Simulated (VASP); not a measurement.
Here is a VASP 6.6.1 calculation.

Contents of POSCAR:

```
Be
1.0
    1.1398230000      1.9742270000      0.0000000000
   -1.1398230000      1.9742270000      0.0000000000
    0.0000000000      0.0000000000      3.5724020000
Be
2
Direct
    0.3333300000      0.3333400000      0.2500000000
    0.6666600000      0.6666700000      0.7500000000
```

Contents of INCAR.step1:

```
SYSTEM = Be
ALGO = Normal
EDIFF = 1E-4
ENCUT = 520
GGA = PE
ISMEAR = -1
LASPH = .TRUE.
LCHARG = .FALSE.
LREAL = .FALSE.
LWAVE = .TRUE.
NBANDS = 9
NELM = 100
PREC = Accurate
SIGMA = 0.1
```

INCAR.step2

```
SYSTEM = Be
ALGO = Normal
EDIFF = 1E-6
ENCUT = 520
ISIF = 2
ISMEAR = -1
ISTART = 1
LASPH = .TRUE.
LCHARG = .FALSE.
LMIXTAU = .TRUE.
LREAL = .FALSE.
LWAVE = .FALSE.
METAGGA = R2SCAN
NBANDS = 9
NELM = 100
PREC = Accurate
SIGMA = 0.1
```

KPOINTS

```
k-points
0
G
  17 17 9
  0 0 0
```

Potentials or basis: VASP PAW PBE potentials, release 64 (Be).

Launch:

```bash
$ cat potpaw_PBE.64/Be/POTCAR > POTCAR
$ cp INCAR.step1 INCAR
$ mpirun -np 1 vasp_std > vasp.out
$ cp INCAR.step2 INCAR
$ mpirun -np 1 vasp_std > vasp.out
```

Question: Estimate the pressure.

Answer: -1.7 GPa.

Question: Estimate the band gap on the k mesh.

Answer: Zero (band 2 reaches 8.11 eV, above the bottom of band 3 at 6.70 eV).

Stress tensor (GPa, compression positive):
```
-1.94  0.00  0.00
 0.00 -1.94  0.00
 0.00  0.00 -1.25
```

Caveat: the PAW data sets were made with another functional, which shifts forces and pressure a little.
